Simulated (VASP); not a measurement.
Runs of VASP 6.6.1 on AlCo (WC type). The structure is that of space group P-6m2 (No. 187), or close to it. The cells are those of the table. 

| task | cell | cutoff (eV) | gap on the mesh (eV) | pressure (GPa) |
| --- | --- | --- | --- | --- |
| single point | a = 2.442, b = 2.442, c = 3.517 Å, angles 90.0, 90.0, 120.0°, 2 atoms | 520 | none | (a) |
| relaxation of cell and atoms | relaxed to 89 GPa from a = 2.443, b = 2.443, c = 3.516 Å, angles 90.0, 90.0, 120.0°, 2 atoms | 600 | none | 89.0 |
| relaxation of cell and atoms | relaxed to 89 GPa from a = 2.830, b = 2.830, c = 2.773 Å, angles 90.0, 90.0, 120.0°, 2 atoms | 600 | none | 89.0 |
| single point | a = 2.443, b = 2.443, c = 3.516 Å, angles 90.0, 90.0, 120.0°, 2 atoms | 520 | none | 88.9 |

Alike in all rows: level PBE; potentials or basis VASP PAW PBE potentials, release 64 (Co, Al); no spin polarisation; k mesh 16 × 16 × 14; smearing fermi-dirac 0.08 eV.

Problem. Fill in the values left out.

Solution. (a) 89.2.

Caveats: the cell is relaxed towards a set pressure, so the enthalpy falls and the energy may rise (some runs).

A gap of «none» marks levels without a gap at the run's occupations.
